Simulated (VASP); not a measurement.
# SnO2 (Cm) in VASP: single point with PBE

Aim: the single point of SnO2 with PBE.

Program: VASP 6.6.1. These are calculated values, not measurements. Logs are shortened: lines on timing, memory, paths and dates and some standing lists are left out, and cuts for length are marked.

### 1 The cell of the first run

The structure is monoclinic, space group Cm (No. 8). The conventional cell has a = 19.905 Å, b = 3.238 Å, c = 4.828 Å, α = 90.00°, β = 104.04°, γ = 90.00°. Within 2.8 Å of Sn (site symmetry m) lie 6 O at 2.09 Å. Within 2.8 Å of Sn (site symmetry m) lie 6 O at 2.09 Å and 1 Sn at 2.41 Å. Sn (site symmetry m) has 6 O at 1.75 to 2.38 Å and 1 Sn at 2.41 Å within 2.5 Å. Within 2.8 Å of Sn (site symmetry m) lie 6 O at 2.09 Å. O (site symmetry m) has 3 Sn at 2.09 Å and 2 O at 2.53 Å within 2.8 Å. O (site symmetry m) has 3 Sn at 2.09 Å and 1 O at 2.64 Å within 2.8 Å. O (site symmetry m) has 3 Sn at 2.09 Å and 1 O at 2.64 Å within 2.8 Å. O (site symmetry m) has 3 Sn at 2.09 Å and 1 O at 2.64 Å within 2.8 Å.

### 2 Single point, PBE

INCAR

```
PREC = Accurate
ENCUT = 520
EDIFF = 1E-6
ISMEAR = 0
SIGMA = 0.05
LREAL = F
LASPH = T
NELM = 80
ALGO = Normal
ISIF = 2
LWAVE = F
LCHARG = F
GGA = PE
ISYM = 0
NBANDS = 64
```

KPOINTS

```
regular mesh
0
Gamma
  6 8 3
```

POSCAR

```
SnO2
1.0
    0.0000000000     -4.8277049970      0.0000000000
    0.0000000000      0.0000000000     -3.2379909379
    9.6554099939     -2.4138524985      1.6189954690
Sn O
4 8
Direct
    0.6491750000      0.3508250000      0.7016500000
    0.8991750000      0.1008250000      0.2016500000
    0.0241750000      0.9758250000      0.9516500000
    0.2741750000      0.7258250000      0.4516500000
    0.2659186420      0.4274762716      0.8549525432
    0.5159186420      0.1774762716      0.3549525432
   -0.2057788148      0.8991737284      0.7983474568
    0.0442211852      0.6491737284      0.2983474568
    0.2824313580      0.0241737284      0.0483474568
    0.0324313580      0.2741737284      0.5483474568
    0.7541288148      0.5524762716      0.1049525432
    0.5041288148      0.8024762716      0.6049525432
```

Potentials or basis: VASP PAW PBE potentials, release 64 (Sn_d, O).

Launch:

```console
> cat potpaw_PBE.64/Sn_d/POTCAR potpaw_PBE.64/O/POTCAR > POTCAR
> mpirun -np 1 vasp_std > vasp.out
```

OUTCAR:

```text
PREC = Accurate
   ENCUT = 520
   EDIFF = 1E-6
   ISMEAR = 0
   LREAL = F
   LASPH = T
   NELM = 80
   ISIF = 2
   GGA = PE
   ISYM = 0

 ion  position               nearest neighbor table
   1  0.649  0.351  0.702-   7 2.09  12 2.09  12 2.09   7 2.09   5 2.09  10 2.09
   2  0.899  0.101  0.202-   8 2.09  11 2.09  11 2.09   8 2.09   6 2.09   9 2.09   3 2.41
   3  0.024  0.976  0.952-   9 1.75   5 2.09   5 2.09   7 2.09  11 2.38  11 2.38   2 2.41
   4  0.274  0.726  0.452-  10 2.09   6 2.09  10 2.09   6 2.09  12 2.09   8 2.09
   5  0.266  0.427  0.855-   3 2.09   3 2.09   1 2.09
   6  0.516  0.177  0.355-   4 2.09   4 2.09   2 2.09
   7  0.794  0.899  0.798-   1 2.09   1 2.09   3 2.09
   8  0.044  0.649  0.298-   2 2.09   2 2.09   4 2.09
   9  0.282  0.024  0.048-   3 1.75   2 2.09
  10  0.032  0.274  0.548-   4 2.09   4 2.09   1 2.09
  11  0.754  0.552  0.105-   2 2.09   2 2.09   3 2.38   3 2.38
  12  0.504  0.802  0.605-   1 2.09   1 2.09   4 2.09

IMPORTANT INFORMATION: All symmetrisations will be switched off!
NOSYMM: (Re-)initialisation of all symmetry stuff for point group C_1.

----------------------------------------------------------------------------------------

                                     Primitive cell

  volume of cell :     150.9340

  direct lattice vectors                    reciprocal lattice vectors
     0.000000000 -4.827704997  0.000000000    -0.051784440 -0.207137760  0.000000000
     0.000000000  0.000000000 -3.237990938     0.051784440  0.000000000 -0.308833477
     9.655409994 -2.413852498  1.618995469     0.103568880  0.000000000  0.000000000

  length of vectors
     4.827704997  3.237990938 10.083390916     0.213512716  0.313144926  0.103568880

  position of ions in fractional coordinates (direct lattice)
     0.649175000  0.350825000  0.701650000
     0.899175000  0.100825000  0.201650000
     0.024175000  0.975825000  0.951650000
     0.274175000  0.725825000  0.451650000
     0.265918642  0.427476272  0.854952543
     0.515918642  0.177476272  0.354952543
     0.794221185  0.899173728  0.798347457
     0.044221185  0.649173728  0.298347457
     0.282431358  0.024173728  0.048347457
     0.032431358  0.274173728  0.548347457
     0.754128815  0.552476272  0.104952543
     0.504128815  0.802476272  0.604952543

  ion indices of the primitive-cell ions
   primitive index   ion index
                 1           1
                 2           2
                 3           3
                 4           4
                 5           5
                 6           6
                 7           7
[... 111 lines left out ...]
   NUPDOWN=      -1.0000    fix difference up-down
   EMIN   =  10.00;   EMAX   =-10.00  energy-range for DOS
   EFERMI =   0.00;   METHOD = LEGACY
   ISMEAR =     0;   SIGMA  =   0.05  broadening in eV -4-tet -1-fermi 0-gaus
   EFERMI_NEDOS =   21; number of points for ismear=-14 and -15
   IALGO  =     38    algorithm
   IMIX   =      4    mixing-type and parameters
     AMIX     =   0.40;   BMIX     =  1.00
     AMIX_MAG =   1.60;   BMIX_MAG =  1.00
  volume/ion in A,a.u.               =      12.58        84.88
  Fermi-wavevector in a.u.,A,eV,Ry     =   1.445962  2.732472 28.447149  2.090806
  Thomas-Fermi vector in A             =   2.564085
   LORBIT       =      0    0 simple, 1 ext, 2 COOP (PROOUT), +10 PAW based schemes
   GGA     = PE    functional components
   LHFCALC =     F    Hartree Fock is set to
   AEXX    =    0.0000 exact exchange contribution
   IVDW    =     0    specifies the selected vdW correction
   LEPSILON=     F    determine dielectric tensor
   LRPA    =     F    only Hartree local field effects (RPA)
 non-spin polarized calculation
 Gauss-broadening in eV      SIGMA  =   0.05
  energy-cutoff  :      520.00
  volume of cell :      150.93
 maximum number of plane-waves:      4098
   NGX = 17   NGY = 13   NGZ = 37

 number of electron     104.0000019 magnetization

 Free energy of the ion-electron system (eV)
  ---------------------------------------------------
  ext. energy  EPLUGINS =         0.00000000
  ---------------------------------------------------
  free energy    TOTEN  =       -69.22880615 eV

  energy without entropy =      -69.22868629  energy(sigma->0) =      -69.22874622

 E-fermi :   5.8829     XC(G=0): -10.9364

 val. band max:        5.8036482307   @ k =   0.5000   0.5000   0.0000
 cond. band min:       5.9408737348   @ k =   0.0000   0.0000   0.0000
 fundamental gap:      0.1372255041
 Fermi energy:         5.8828605700

 k-point     1 :       0.0000    0.0000    0.0000
  band No.  band energies     occupation
      1     -16.4003      2.00000
      2     -15.7737      2.00000
      3     -15.5979      2.00000
      4     -15.3271      2.00000
      5     -15.3008      2.00000
      6     -15.1472      2.00000
[... 1597 lines left out ...]
     63      15.7415      0.00000
     64      15.9552      0.00000

 [... further k-points ...]

------------------------ aborting loop because EDIFF is reached ----------------------------------------

  FORCE on cell =-STRESS in cart. coord.  units (eV):
  Direction    XX          YY          ZZ          XY          YZ          ZX
  --------------------------------------------------------------------------------------
  -------------------------------------------------------------------------------------
  Total       22.6106069      5.1115343      5.9474048     -8.9592033      0.0003373      0.0000015
  in kB      240.0135329     54.2593755     63.1322127    -95.1027118      0.0035800      0.0000156
  external PRESSURE =     119.1350404 kB  Pullay stress =       0.0000000 kB

 VOLUME and BASIS-vectors are now :
 -----------------------------------------------------------------------------
  energy-cutoff  :      520.00
  volume of cell :      150.93
      direct lattice vectors                 reciprocal lattice vectors
     0.000000000 -4.827704997  0.000000000    -0.051784440 -0.207137760  0.000000000
     0.000000000  0.000000000 -3.237990938     0.051784440  0.000000000 -0.308833477
     9.655409994 -2.413852498  1.618995469     0.103568880  0.000000000  0.000000000

 POSITION                                       TOTAL-FORCE (eV/Angst)
 -----------------------------------------------------------------------------------
      6.77472     -4.82770      0.00000        -0.028199      0.798830     -0.000279
      1.94701     -4.82770      0.00000         7.895834     -1.859877     -0.000282
      9.18857     -2.41385     -1.61900       -11.698781      4.618044     -0.000317
      4.36087     -2.41385     -1.61900        -0.197017      0.212776     -0.000275
      8.25492     -3.34751      0.00000        -1.442967      0.907380      0.000320
      3.42721     -3.34751      0.00000        -0.226770     -0.161791      0.000341
      7.70837     -5.76136     -1.61900         0.887230     -0.547561     -0.000039
      2.88067     -0.93365     -1.61900         0.584733     -0.014099     -0.000010
      0.46681     -1.48020      0.00000         5.808129     -4.300540     -0.000020
      5.29452     -1.48020      0.00000         0.191366      0.059552     -0.000022
      1.01336     -3.89405     -1.61900        -1.727703      0.432342      0.000282
      5.84106     -3.89405     -1.61900        -0.045855     -0.145056      0.000299
 -----------------------------------------------------------------------------------
    total drift:                               -0.000188      0.002511     -0.003222

  FREE ENERGIE OF THE ION-ELECTRON SYSTEM (eV)
  ---------------------------------------------------
  free  energy   TOTEN  =       -69.2288061509 eV

  energy  without entropy=      -69.2286862876  energy(sigma->0) =      -69.22874622
```

stdout:

```text
POSCAR found type information on POSCAR SnO
 POSCAR found :  2 types and      12 ions
 scaLAPACK will be used
 LDA part: xc-table for (Slater+PW92), standard interpolation
 -----------------------------------------------------------------------------
|                                                                             |
|           W    W    AA    RRRRR   N    N  II  N    N   GGGG   !!!           |
|           W    W   A  A   R    R  NN   N  II  NN   N  G    G  !!!           |
|           W    W  A    A  R    R  N N  N  II  N N  N  G       !!!           |
|           W WW W  AAAAAA  RRRRR   N  N N  II  N  N N  G  GGG   !            |
|           WW  WW  A    A  R   R   N   NN  II  N   NN  G    G                |
|           W    W  A    A  R    R  N    N  II  N    N   GGGG   !!!           |
|                                                                             |
|     Your reciprocal lattice and k-lattice belong to different lattice       |
|     classes:                                                                |
|                                                                             |
|        The reciprocal lattice is face-centered orthorhombic,                |
|        whereas your k-lattice is triclinic.                                 |
|                                                                             |
|     Results are often still useful ...                                      |
|                                                                             |
 -----------------------------------------------------------------------------

 POSCAR, INCAR and KPOINTS ok, starting setup
 FFT: planning ... GRIDC
 FFT: planning ... GRID_SOFT
 FFT: planning ... GRID
 WAVECAR not read
 entering main loop
```

Run time: 14 min. Hardware: 1 thread of Oxide Virtual Turin-like, shared host; peak memory 0.54 GiB.

What came out:

```yaml
Free_energy: -69.2288 eV
Pressure: 11.9 GPa
Largest_force: 12.577 eV/Å
Band_gap_on_the_k_mesh: 0.14 eV (least direct gap 0.28 eV)
```

Forces on the atoms (eV/Å):
```
Sn   -0.028   0.799   0.000
Sn    7.896  -1.860   0.000
Sn  -11.699   4.618   0.000
Sn   -0.197   0.213   0.000
O    -1.443   0.907   0.000
O    -0.227  -0.162   0.000
O     0.887  -0.548   0.000
O     0.585  -0.014   0.000
O     5.808  -4.301   0.000
O     0.191   0.060   0.000
O    -1.728   0.432   0.000
O    -0.046  -0.145   0.000
```

Stress tensor (GPa, compression positive):
```
24.00 -9.51  0.00
-9.51  5.43  0.00
 0.00  0.00  6.31
```

Caveat: the cell stands under pressure; spin-orbit coupling is left out, which moves the levels of the heavy elements; an odd mesh through Γ misses points on the zone boundary, where band edges can lie; forces of over 1 eV/Å act on the atoms, so gaps and moduli don't describe the material at rest.
